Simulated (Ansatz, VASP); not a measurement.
One calculation of Ge, two programs

```
Ge
1.0
     0.00000    2.88073    2.88073
     2.88073    0.00000    2.88073
     2.88073    2.88073    0.00000
Ge
2
Cartesian
  -0.7202 -0.7202 -0.7202
  0.7202 0.7202 0.7202
```

Alike in both runs: functional PBE; k mesh 12 × 12 × 12; occupations fermi-dirac, width 0.05 eV; no spin polarisation.

Ansatz relaxed the structure, and its values are those at the end. VASP's run is a single point on that final structure, the one shown.

|  | VASP | Ansatz |
| --- | --- | --- |
| version | VASP 6.6.1 | Ansatz 0.2.0 |
| potentials or method | VASP PAW PBE potentials, release 64 (Ge_d), cutoff 520 eV | all-electron LAPW, scalar-relativistic |

Ansatz gave:

| Item | Value |
| --- | --- |
| pressure (GPa) | 0.0 |

**Question.** Which values does VASP return?

**Answer.** Pressure (GPa): -0.1.

Ansatz ran all-electron here, and VASP with PAW potentials.
